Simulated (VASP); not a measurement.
Here is a VASP 6.6.1 calculation.

File INCAR:

```
  PREC = Accurate
  ENCUT = 520
  EDIFF = 1E-7
  ISMEAR = 0
  SIGMA = 0.1
  LREAL = F
  LASPH = T
  NELM = 100
  ALGO = Normal
  ISIF = 2
  LWAVE = F
  LCHARG = T
  GGA = PE
  LELF = T
  LVHAR = T
  NBANDS = 14
```

The input KPOINTS:

```
regular mesh
0
Gamma
  6 6 6
```

File POSCAR:

```
CsAs
1.0
    0.0000000000      3.6690340539      3.6690340539
    3.6690340539      0.0000000000      3.6690340539
    3.6690340539      3.6690340539      0.0000000000
Cs As
1 1
Direct
    0.0000000000      0.0000000000      0.0000000000
    0.5000000000      0.5000000000      0.5000000000
```

Potentials or basis: VASP PAW PBE potentials, release 64 (Cs_sv, As).

The run is started by

```console
$ cat potpaw_PBE.64/Cs_sv/POTCAR potpaw_PBE.64/As/POTCAR > POTCAR
$ mpirun -np 1 vasp_std > vasp.out
```

Task: What does it give for the band gap on the k mesh?

Result: Zero (band 7 reaches 0.54 eV, above the bottom of band 8 at -0.12 eV).

Task: Predict the pressure.

Result: 0.0 GPa.

Caveat: spin-orbit coupling is left out, which moves the levels of the heavy elements.
